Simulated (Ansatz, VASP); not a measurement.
# Li: VASP beside Ansatz

```
CELL_PARAMETERS angstrom
6.65010 0.00000 0.00000
0.00000 6.65010 0.00000
0.00000 0.00000 24.79578
ATOMIC_POSITIONS crystal
Li 0.25000 0.75000 0.32264
Li 0.25000 0.25000 0.32264
Li 0.75000 0.75000 0.32264
Li 0.75000 0.25000 0.32264
Li 0.50000 0.50000 0.38968
Li 0.50000 0.00000 0.38968
Li 0.00000 0.50000 0.38968
Li 0.00000 0.00000 0.38968
Li 0.74993 0.24952 0.45782
Li 0.74998 0.75047 0.45588
Li 0.25011 0.26578 0.46199
Li 0.25006 0.73073 0.46188
Li 0.00764 0.99123 0.52969
Li 0.97095 0.50462 0.54341
Li 0.49230 0.99098 0.52975
Li 0.52954 0.50428 0.54348
```

Alike in both runs: task single point; functional PBE; dispersion D3(BJ); k mesh 3 × 3 × 1; occupations gaussian, width 0.1 eV; no spin polarisation.

|  | VASP | Ansatz |
| --- | --- | --- |
| version | VASP 6.6.1 | Ansatz 0.2.0 |
| potentials or method | VASP PAW PBE potentials, release 64 (Li_sv), cutoff 520 eV | scalar-relativistic, plane waves, PAW |
| valence electrons in the cell | 48 | 48 |

```csv
,VASP,Ansatz,Ansatz less VASP
gap on the k mesh at the Fermi level (eV),none,none,-
rms of the force components (eV/Å),0.099,0.098,-0.0014
```

Atom by atom the forces differ by 0.002 eV/Å (rms over components). A gap of «none» marks a metal or a gap that the smearing closes.

Noted on VASP's run: the cutoff is short for stress, so the pressure is rough.
